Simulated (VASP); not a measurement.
A run of VASP 6.6.1:

INCAR

```
SYSTEM = Nb
ALGO = Normal ; EDIFF = 1E-6
ENCUT = 520 ; ISIF = 2
ISMEAR = -1 ; LASPH = .True.
LCHARG = .False. ; LREAL = .False.
LWAVE = .False. ; NBANDS = 20
NELM = 60 ; PREC = Accurate
SIGMA = 0.1
```

The input KPOINTS:

```
k-points
0
Gamma
  9 9 5
  0 0 0
```

The input POSCAR:

```
Nb
1.0
    2.7973426491      0.0000000000      0.0000000000
   -1.3986713246      2.4225697972      0.0000000000
    0.0000000000      0.0000000000      5.2155935891
Nb
2
Direct
    0.3333333333      0.6666666667      0.2500000000
    0.6666666667      0.3333333333      0.7500000000
```

Potentials or basis: VASP PAW LDA potentials, release 64 (Nb_sv).

Run with:

```sh
$ cat potpaw_LDA.64/Nb_sv/POTCAR > POTCAR
$ mpirun -np 1 vasp_std > vasp.out
```

Hardware: 1 thread of Intel(R) Xeon(R) Platinum 8375C CPU @ 2.90GHz (Ice Lake) (shared host).

Problem. How long does it take, and how much memory?

Solution. Wall time 20 s on 1 thread of Intel(R) Xeon(R) Platinum 8375C CPU @ 2.90GHz (Ice Lake), with other jobs on the host, peak memory 0.15 GiB. Counts: scf iterations 12, k points 36.
